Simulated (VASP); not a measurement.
# ReSe in VASP: notebook

Runs on ReSe. Level: r2SCAN. Tasks: single point.

Everything below comes from runs of VASP 6.6.1. Logs are shortened: lines on timing, memory, paths and dates and some standing lists are left out, and cuts for length are marked.

### Step 1. The cell of the first run

It takes space group Fm-3m (No. 225, cubic). The conventional cell has a = 5.361 Å, b = 5.361 Å, c = 5.361 Å, α = 90.00°, β = 90.00°, γ = 90.00°. Re (site symmetry m-3m) has 6 Se at 2.68 Å within 3.5 Å. Se (site symmetry m-3m) has 6 Re at 2.68 Å within 3.5 Å.

### Step 2. Single point, r2SCAN, collinear spin (19.26 Å³/atom)

Contents of POSCAR:

```
ReSe
1.0
    0.0000000000      2.6805326537      2.6805326537
    2.6805326537      0.0000000000      2.6805326537
    2.6805326537      2.6805326537      0.0000000000
Re Se
1 1
Direct
    0.5000000000      0.5000000000      0.5000000000
    0.0000000000      0.0000000000      0.0000000000
```

Contents of INCAR.step1:

```
SYSTEM = ReSe
PREC     = Accurate       ! precision mode
ENCUT    = 520            ! plane-wave cutoff, eV
ISMEAR   = 0              ! smearing method
SIGMA    = 0.05           ! smearing width, eV
LREAL    = .False.        ! projectors in reciprocal space
LASPH    = .True.         ! aspherical terms in the spheres
NELM     = 150            ! most SCF steps
ISPIN    = 2              ! spin polarisation
MAGMOM   = 2.11 0         ! initial moments
LMAXMIX  = 4              ! l up to which the mixer works
NBANDS   = 18             ! bands
GGA      = PE             ! functional
ALGO     = Normal         ! electronic algorithm
EDIFF    = 1E-4           ! SCF threshold, eV
LWAVE    = .True.         ! write WAVECAR
LCHARG   = .False.        ! write CHGCAR
```

Contents of INCAR.step2:

```
SYSTEM = ReSe
PREC     = Accurate       ! precision mode
ENCUT    = 520            ! plane-wave cutoff, eV
EDIFF    = 1E-7           ! SCF threshold, eV
ISMEAR   = 0              ! smearing method
SIGMA    = 0.05           ! smearing width, eV
LREAL    = .False.        ! projectors in reciprocal space
LASPH    = .True.         ! aspherical terms in the spheres
NELM     = 150            ! most SCF steps
ALGO     = Normal         ! electronic algorithm
ISIF     = 2              ! what is computed and relaxed
LWAVE    = .False.        ! write WAVECAR
LCHARG   = .False.        ! write CHGCAR
ISPIN    = 2              ! spin polarisation
MAGMOM   = 2.11 0         ! initial moments
LORBIT   = 11             ! projections on sites
LMAXMIX  = 4              ! l up to which the mixer works
METAGGA  = R2SCAN         ! meta-GGA
LMIXTAU  = .True.       
NBANDS   = 18             ! bands
ISTART   = 1
```

Contents of KPOINTS:

```
regular mesh
0
Gamma
  12 12 12
  0 0 0
```

Potentials or basis: VASP PAW PBE potentials, release 64 (Re, Se).

On the command line:

```bash
$ cat potpaw_PBE.64/Re/POTCAR potpaw_PBE.64/Se/POTCAR > POTCAR
$ cp INCAR.step1 INCAR
$ mpirun -np 1 vasp_std > vasp.out
$ cp INCAR.step2 INCAR
$ mpirun -np 1 vasp_std > vasp.out
```

OUTCAR:

```text
SYSTEM = ReSe
   PREC = Accurate
   ENCUT = 520
   EDIFF = 1E-7
   ISMEAR = 0
   LREAL = .False.
   LASPH = .True.
   NELM = 150
   ISIF = 2
   ISPIN = 2
   LORBIT = 11
   METAGGA = R2SCAN
   ISTART = 1

 ion  position               nearest neighbor table
   1  0.500  0.500  0.500-   2 2.68   2 2.68   2 2.68   2 2.68   2 2.68   2 2.68
   2  0.000  0.000  0.000-   1 2.68   1 2.68   1 2.68   1 2.68   1 2.68   1 2.68

  LATTYP: Found a face centered cubic cell.
 ALAT       =     5.3610653074

  Lattice vectors:

 A1 = (   0.0000000000,   2.6805326537,   2.6805326537)
 A2 = (   2.6805326537,   0.0000000000,   2.6805326537)
 A3 = (   2.6805326537,   2.6805326537,   0.0000000000)

Analysis of symmetry for initial positions (statically):
=====================================================================
 Subroutine PRICEL returns:
 Original cell was already a primitive cell.

 Routine SETGRP: Setting up the symmetry group for a
 face centered cubic supercell.

 Subroutine GETGRP returns: Found 48 space group operations
 (whereof 48 operations were pure point group operations)
 out of a pool of 48 trial point group operations.

The static configuration has the point symmetry O_h .

Analysis of symmetry for dynamics (positions and initial velocities):
=====================================================================
 Subroutine PRICEL returns:
 Original cell was already a primitive cell.

 Routine SETGRP: Setting up the symmetry group for a
 face centered cubic supercell.

 Subroutine GETGRP returns: Found 48 space group operations
 (whereof 48 operations were pure point group operations)
 out of a pool of 48 trial point group operations.

The dynamic configuration has the point symmetry O_h .

Analysis of structural, dynamic, and magnetic symmetry:
=====================================================================
 Subroutine PRICEL returns:
 Original cell was already a primitive cell.

 Routine SETGRP: Setting up the symmetry group for a
 face centered cubic supercell.

 Subroutine GETGRP returns: Found 48 space group operations
 (whereof 48 operations were pure point group operations)
 out of a pool of 48 trial point group operations.

The overall configuration has the point symmetry O_h .

 Subroutine INISYM returns: Found 48 space group operations
 (whereof 48 operations are pure point group operations),
 and found     1 'primitive' translations

----------------------------------------------------------------------------------------

                                     Primitive cell
[... 114 lines left out ...]
  Thomas-Fermi vector in A             =   2.276493
   LORBIT       =     11    0 simple, 1 ext, 2 COOP (PROOUT), +10 PAW based schemes
   METAGGA = R2SCAN    functional components
   LHFCALC =     F    Hartree Fock is set to
   AEXX    =    0.0000 exact exchange contribution
   IVDW    =     0    specifies the selected vdW correction
   LEPSILON=     F    determine dielectric tensor
   LRPA    =     F    only Hartree local field effects (RPA)
 spin polarized calculation
 Gauss-broadening in eV      SIGMA  =   0.05
  energy-cutoff  :      520.00
  volume of cell :       38.52
 maximum number of plane-waves:      1056
   NGX = 15   NGY = 15   NGZ = 15

 number of electron      13.0000001 magnetization       2.5541626

 Free energy of the ion-electron system (eV)
  ---------------------------------------------------
  ext. energy  EPLUGINS =         0.00000000
  ---------------------------------------------------
  free energy    TOTEN  =       -64.34482759 eV

  energy without entropy =      -64.34315331  energy(sigma->0) =      -64.34399045

 E-fermi :   6.4755     XC(G=0): -12.0079

 val. band max:        6.4741014394   @ k =  -0.3333   0.3333   0.1667
 cond. band min:       6.4942719113   @ k =  -0.4167   0.3333   0.0833
 fundamental gap:      0.0201704719
 Fermi energy:         6.4754519908

 spin component 1

 k-point     1 :       0.0000    0.0000    0.0000
  band No.  band energies     occupation
      1     -10.1299      1.00000
      2       3.2135      1.00000
      3       3.2136      1.00000
      4       3.2136      1.00000
      5       3.8523      1.00000
      6       3.8523      1.00000
[... 493 lines left out ...]
     17      23.0042      0.00000
     18      25.3213      0.00000

 [... further k-points ...]

 spin component 2

 k-point     1 :       0.0000    0.0000    0.0000
  band No.  band energies     occupation
      1     -10.0270      1.00000
      2       3.8865      1.00000
      3       3.8865      1.00000
      4       3.8865      1.00000
      5       5.2643      1.00000
      6       5.2643      1.00000
[... 493 lines left out ...]
     17      23.5246      0.00000
     18      25.8731      0.00000

 [... further k-points ...]

------------------------ aborting loop because EDIFF is reached ----------------------------------------

  FORCE on cell =-STRESS in cart. coord.  units (eV):
  Direction    XX          YY          ZZ          XY          YZ          ZX
  --------------------------------------------------------------------------------------
  -------------------------------------------------------------------------------------
  Total       -1.6883896     -1.6883896     -1.6883896      0.0000000      0.0000000     -0.0000000
  in kB      -70.2247107    -70.2247107    -70.2247107      0.0000000      0.0000000     -0.0000000
  external PRESSURE =     -70.2247107 kB  Pullay stress =       0.0000000 kB

 VOLUME and BASIS-vectors are now :
 -----------------------------------------------------------------------------
  energy-cutoff  :      520.00
  volume of cell :       38.52
      direct lattice vectors                 reciprocal lattice vectors
     0.000000000  2.680532654  2.680532654    -0.186530091  0.186530091  0.186530091
     2.680532654  0.000000000  2.680532654     0.186530091 -0.186530091  0.186530091
     2.680532654  2.680532654  0.000000000     0.186530091  0.186530091 -0.186530091

 POSITION                                       TOTAL-FORCE (eV/Angst)
 -----------------------------------------------------------------------------------
      2.68053      2.68053      2.68053         0.000000      0.000000      0.000000
      0.00000      0.00000      0.00000        -0.000000     -0.000000     -0.000000
 -----------------------------------------------------------------------------------
    total drift:                                0.000000      0.000000      0.000000

  FREE ENERGIE OF THE ION-ELECTRON SYSTEM (eV)
  ---------------------------------------------------
  free  energy   TOTEN  =       -64.3448275893 eV

  energy  without entropy=      -64.3431533057  energy(sigma->0) =      -64.34399045

 total charge

# of ion       s       p       d       tot
------------------------------------------
    1        0.440   0.291   4.860   5.592
    2        1.432   2.352   0.116   3.900
--------------------------------------------------
tot          1.873   2.643   4.976   9.492

 magnetization (x)

# of ion       s       p       d       tot
------------------------------------------
    1        0.128   0.021   2.321   2.470
    2        0.017  -0.012   0.018   0.023
--------------------------------------------------
tot          0.145   0.008   2.340   2.494
```

OSZICAR.step1:

```text
N       E                     dE             d eps       ncg     rms          rms(c)
DAV:   1     0.326265221266E+02    0.32627E+02   -0.54871E+03  8096   0.730E+02
DAV:   2    -0.121365760918E+02   -0.44763E+02   -0.39845E+02  8488   0.191E+02
DAV:   3    -0.136013025967E+02   -0.14647E+01   -0.14493E+01  8520   0.350E+01
DAV:   4    -0.136055858946E+02   -0.42833E-02   -0.42804E-02  8120   0.126E+00
DAV:   5    -0.136056203508E+02   -0.34456E-04   -0.34453E-04  7026   0.925E-02    0.166E+01
DAV:   6    -0.133205071305E+02    0.28511E+00   -0.84446E-01  8272   0.184E+01    0.618E+00
DAV:   7    -0.133062177338E+02    0.14289E-01   -0.54818E-02  8198   0.200E+00    0.351E+00
DAV:   8    -0.133042222831E+02    0.19955E-02   -0.84649E-03  8334   0.804E-01    0.123E+00
DAV:   9    -0.133040235465E+02    0.19874E-03   -0.77681E-04  8256   0.404E-01    0.205E-01
DAV:  10    -0.133039294063E+02    0.94140E-04   -0.48979E-04  8178   0.146E-01
   1 F= -.13303929E+02 E0= -.13302623E+02  d E =-.261189E-02  mag=     2.1142
```

Wall time 2.9 min (1 thread of Intel Xeon 6975P-C (Granite Rapids), shared host); peak memory 0.23 GiB.

Results:

* Free energy: -64.3448 eV
* Pressure: -7.0 GPa
* Net moment: 2.55 μB per cell
* Site moments: Re +2.47; Se +0.02 μB
* Valence electrons inside the program's atomic spheres: Re 5.59; Se 3.90

Levels at points of the mesh, in eV from the Fermi level:
Spin up:
```csv
k point,band 5,band 6,band 7,band 8,band 9,band 10,band 11,band 12
"(0.00, 0.00, 0.00)",-2.62,-2.62,-2.62,-2.62,-2.62,0.71,8.79,11.96
"(0.50, 0.00, 0.00)",-1.75,-1.75,-1.36,2.49,3.74,3.74,5.69,5.69
"(0.50, 0.50, 0.00)",-4.21,-1.89,-1.30,-1.30,-0.90,0.56,9.34,10.51
```
Spin down:
| k point | band 2 | band 3 | band 4 | band 5 | band 6 | band 7 | band 8 | band 9 |
| --- | --- | --- | --- | --- | --- | --- | --- | --- |
| (0.00, 0.00, 0.00) | -2.59 | -2.59 | -2.59 | -1.21 | -1.21 | -1.20 | -1.20 | -1.20 |
| (0.50, 0.00, 0.00) | -8.19 | -5.49 | -5.49 | 0.68 | 0.68 | 1.01 | 2.91 | 4.76 |
| (0.50, 0.50, 0.00) | -6.53 | -4.15 | -4.15 | -2.73 | -0.39 | 0.65 | 1.31 | 1.31 |

Caveat: the cell stands under tension; the PAW data sets were made with another functional, which shifts forces and pressure a little; spin-orbit coupling is left out, which moves the levels of the heavy elements.

### Step 3. Single point, r2SCAN, collinear spin (atom 1 (Re) moved 0.05 Å along x)

Contents of POSCAR:

```
ReSe
1.0
    0.0000000000      2.6207555219      2.6207555219
    2.6207555219      0.0000000000      2.6207555219
    2.6207555219      2.6207555219      0.0000000000
Re Se
1 1
Direct
    0.4904607661      0.5095392339      0.5095392339
    0.0000000000      0.0000000000      0.0000000000
```

Contents of INCAR.step1:

```
SYSTEM = ReSe
PREC     = Accurate       ! precision mode
ENCUT    = 520            ! plane-wave cutoff, eV
ISMEAR   = 0              ! smearing method
SIGMA    = 0.05           ! smearing width, eV
LREAL    = .FALSE.        ! projectors in reciprocal space
LASPH    = .TRUE.         ! aspherical terms in the spheres
NELM     = 150            ! most SCF steps
ISPIN    = 2              ! spin polarisation
MAGMOM   = 1.95 0         ! initial moments
LMAXMIX  = 4              ! l up to which the mixer works
NBANDS   = 18             ! bands
GGA      = PE             ! functional
ALGO     = Normal         ! electronic algorithm
EDIFF    = 1E-4           ! SCF threshold, eV
LWAVE    = .TRUE.         ! write WAVECAR
LCHARG   = .FALSE.        ! write CHGCAR
```

Contents of INCAR.step2:

```
SYSTEM = ReSe
PREC     = Accurate       ! precision mode
ENCUT    = 520            ! plane-wave cutoff, eV
EDIFF    = 1E-6           ! SCF threshold, eV
ISMEAR   = 0              ! smearing method
SIGMA    = 0.05           ! smearing width, eV
LREAL    = .FALSE.        ! projectors in reciprocal space
LASPH    = .TRUE.         ! aspherical terms in the spheres
NELM     = 150            ! most SCF steps
ALGO     = Normal         ! electronic algorithm
ISIF     = 2              ! what is computed and relaxed
LWAVE    = .FALSE.        ! write WAVECAR
LCHARG   = .FALSE.        ! write CHGCAR
ISPIN    = 2              ! spin polarisation
MAGMOM   = 1.95 0         ! initial moments
LORBIT   = 11             ! projections on sites
LMAXMIX  = 4              ! l up to which the mixer works
METAGGA  = R2SCAN         ! meta-GGA
LMIXTAU  = .TRUE.       
NBANDS   = 18             ! bands
ISTART   = 1
```

Contents of KPOINTS:

```
Automatic mesh
0
G
  12 12 12
  0 0 0
```

Potentials or basis: VASP PAW PBE potentials, release 64 (Re, Se).

On the command line:

```bash
$ cat potpaw_PBE.64/Re/POTCAR potpaw_PBE.64/Se/POTCAR > POTCAR
$ cp INCAR.step1 INCAR
$ mpirun -np 1 vasp_std > vasp.out
$ cp INCAR.step2 INCAR
$ mpirun -np 1 vasp_std > vasp.out
```

Run time: 5.4 min. Hardware: 1 thread of Intel Xeon 6975P-C (Granite Rapids), shared host; peak memory 0.3 GiB.

It converged, with:

| Quantity | Value |
| --- | --- |
| Free energy | -64.3960 eV |
| Pressure | 0.5 GPa |
| Largest force | 0.147 eV/Å |
| Net moment | 2.29 μB per cell |
| Site moments | Re +2.22; Se +0.04 μB |
| Valence electrons inside the program's atomic spheres | Re 5.73; Se 3.96 |

Forces in eV/Å, atoms in the order of the input:
```
Re  -0.147  0.000  0.000
Se   0.147  0.000  0.000
```

Stress tensor (GPa, compression positive):
```
0.79 0.00 0.00
0.00 0.30 0.00
0.00 0.00 0.30
```

Levels at points of the mesh, in eV from the Fermi level:
Spin up:
```csv
k point,band 4,band 5,band 6,band 7,band 8,band 9,band 10,band 11,band 12,band 13
"(0.00, 0.00, 0.00)",-3.36,-2.96,-2.62,-2.56,-2.56,-2.28,1.37,8.80,12.55,12.55
"(0.50, 0.00, 0.00)",-6.41,-1.61,-1.61,-1.16,2.54,4.37,4.42,5.94,5.95,9.84
"(0.50, 0.50, 0.00)",-4.35,-4.22,-1.77,-1.10,-1.10,-0.66,1.14,9.93,11.14,13.51
"(0.00, 0.50, 0.50)",-4.34,-4.34,-1.79,-1.10,-1.10,-0.67,1.14,9.94,11.16,13.51
```
Spin down:
```csv
k point,band 2,band 3,band 4,band 5,band 6,band 7,band 8,band 9
"(0.00, 0.00, 0.00)",-2.68,-2.63,-2.63,-1.49,-1.45,-1.45,-1.45,-1.34
"(0.50, 0.00, 0.00)",-8.68,-5.86,-5.86,0.59,0.59,1.00,2.92,5.21
"(0.50, 0.50, 0.00)",-6.85,-4.32,-4.29,-3.12,-0.53,0.71,1.30,1.32
"(0.00, 0.50, 0.50)",-6.85,-4.27,-4.27,-3.16,-0.54,0.69,1.30,1.30
```

Caveat: the cell differs from its parent crystal (atom 1 (Re) moved 0.05 Å along x); the PAW data sets were made with another functional, which shifts forces and pressure a little; spin-orbit coupling is left out, which moves the levels of the heavy elements.
